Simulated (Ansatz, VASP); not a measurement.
## Si: VASP beside Ansatz

POSCAR

```
Si
1.0
    0.0000000000      2.7168139163      2.7168139163
    2.7168139163      0.0000000000      2.7168139163
    2.7168139163      2.7168139163      0.0000000000
Si
2
Direct
    0.0000000000      0.0000000000      0.0000000000
    0.2500000000      0.2500000000      0.2500000000
```

The input INCAR.step1:

```
SYSTEM = Si
ALGO = Normal
EDIFF = 1E-5
ENCUT = 520
GGA = PE
ISIF = 2
ISMEAR = 0
LASPH = .TRUE.
LCHARG = .FALSE.
LREAL = .FALSE.
LWAVE = .TRUE.
NBANDS = 11
NELM = 100
PREC = Accurate
SIGMA = 0.01
```

The input INCAR.step2:

```
SYSTEM = Si
AEXX = 0.25
ALGO = Normal
EDIFF = 1E-6
ENCUT = 520
GGA = PE
ISIF = 2
ISMEAR = 0
ISTART = 1
LASPH = .TRUE.
LCHARG = .FALSE.
LHFCALC = .TRUE.
LREAL = .FALSE.
LWAVE = .FALSE.
NBANDS = 11
NELM = 100
PREC = Accurate
PRECFOCK = Normal
SIGMA = 0.01
```

File KPOINTS:

```
k-points
0
G
  6 6 6
  0 0 0
```

Input for Ansatz:

```yaml
crystal:
  lattice:
    - [0.0, 2.7168139163, 2.7168139163]
    - [2.7168139163, 0.0, 2.7168139163]
    - [2.7168139163, 2.7168139163, 0.0]
  atoms:
    - { symbol: Si, position: [0.0, 0.0, 0.0] }
    - { symbol: Si, position: [0.25, 0.25, 0.25] }
basis:
  ecutwfc: 420
kpoints:
  mp_grid: { grid: [6, 6, 6] }
  band_path:
    path:
      - [0.0, 0.0, 0.0]
      - [0.5, 0.0, 0.5]
      - [0.625, 0.25, 0.625]
      - [0.375, 0.375, 0.75]
      - [0.5, 0.5, 0.5]
      - [0.5, 0.25, 0.75]
      - [0.0, 0.421875, 0.421875]
    npoints: 1
hamiltonian:
  xc: pbe0
scf:
  occupations: { method: fixed }
  n_extra_bands: 4
output:
  eigenvalues: true
  write_density: true
  write_potential: true
  elf: true
  volumetric_format: npy
```

Alike in both runs: task single point; functional PBE0; k mesh 6 × 6 × 6; no spin polarisation.

|  | VASP | Ansatz |
| --- | --- | --- |
| version | VASP 6.6.1 | Ansatz 0.2.0 |
| potentials or method | VASP PAW PBE potentials, release 64 (Si), cutoff 520 eV | scalar-relativistic, plane waves, PAW |
| occupations | gaussian, width 0.01 eV | fixed |
| valence electrons in the cell | 8 | 8 |

```tsv
	VASP	Ansatz	Ansatz less VASP
gap on the k mesh at the Fermi level (eV)	1.97	1.94	-0.036
least direct gap on the mesh (eV)	4.01	3.97	-0.037
```
